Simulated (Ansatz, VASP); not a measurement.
# AlP in VASP and in Ansatz

```
Al P
1.0
     0.00000    2.75416    2.75416
     2.75416    0.00000    2.75416
     2.75416    2.75416    0.00000
Al P
1 1
Cartesian
  4.1312 4.1312 4.1312
  0.0000 0.0000 0.0000
```

Alike in both runs: functional PBE; k mesh 8 × 8 × 8; occupations gaussian, width 0.02 eV; no spin polarisation.

Ansatz relaxed the structure, and its values are those at the end. VASP's run is a single point on that final structure, the one shown.

|  | VASP | Ansatz |
| --- | --- | --- |
| version | VASP 6.6.1 | Ansatz 0.2.0 |
| potentials or method | VASP PAW PBE potentials, release 64 (Al, P), cutoff 500 eV | scalar-relativistic, plane waves, PAW |
| valence electrons in the cell | 8 | 8 |

VASP gave:

* gap on the k mesh at the Fermi level (eV): 1.63
* pressure (GPa): -0.1

Question: What did Ansatz give for the same quantities?

Answer: gap on the k mesh at the Fermi level (eV): 1.63; pressure (GPa): 0.0.

The functional is the same, so the differences come from potentials, cutoffs and numerics.
